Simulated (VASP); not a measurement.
The system is ErBe.

```
Er Be
1.0
     3.07453    0.00000    0.00000
    -1.53726    2.66262    0.00000
     0.00000    0.00000    4.93073
Er Be
1 1
Cartesian
  1.5373 0.8875 2.4654
  0.0000 1.7751 0.0000
```

The cell was generated, and may not be a known phase.

* Program: VASP 6.6.1
* Task: relaxation of cell and atoms
* Functional: PBE
* Potentials or basis: VASP PAW PBE potentials, release 64 (Er_3, Be), 4f in core
* Cutoff: 600 eV
* k mesh: 7 × 7 × 4
* Occupations: gaussian, width 0.2 eV
* Spin: no spin polarisation

At the start: pressure 0.9 GPa; volume 20.18 Å³/atom.

Question: Where does the relaxation end?

Answer: Over 12 steps the energy falls by 164.0 meV/atom and the volume is 22.04 Å³/atom (+9.2 %); space group P-6m2 (No. 187, to 0.1 Å) before and after.

Step by step:
```csv
step,energy change (eV),largest force (eV/Å),pressure (GPa),volume (Å³)
1,0.0000,0.0000,0.94,40.36
2,-0.1797,0.0000,0.50,40.95
3,-0.2702,0.0000,0.86,41.33
4,-0.2951,0.0000,3.69,41.30
5,0.0851,0.0000,9.34,37.64
6,-0.2291,0.0000,5.29,40.67
7,-0.2862,0.0000,4.28,41.10
8,-0.2733,0.0000,-3.24,47.58
9,-0.3186,0.0000,0.37,43.96
10,-0.3187,0.0000,0.44,43.90
11,-0.3257,0.0000,0.22,43.99
12,-0.3281,0.0000,0.01,44.08
```

Final structure:
```cif
data_structure
_symmetry_space_group_name_H-M 'P 1'
_symmetry_Int_Tables_number 1
_cell_length_a 3.6292
_cell_length_b 3.6292
_cell_length_c 3.8640
_cell_angle_alpha 90.000
_cell_angle_beta 90.000
_cell_angle_gamma 120.000
_cell_volume 44.08
loop_
_atom_site_label
_atom_site_type_symbol
_atom_site_fract_x
_atom_site_fract_y
_atom_site_fract_z
_atom_site_occupancy
Er1 Er 0.66667 0.33333 0.50000 1
Be1 Be 0.33333 0.66667 0.00000 1
```

Caveat: a cell axis changed by over 15 % at a fixed basis, so the end point is rough.
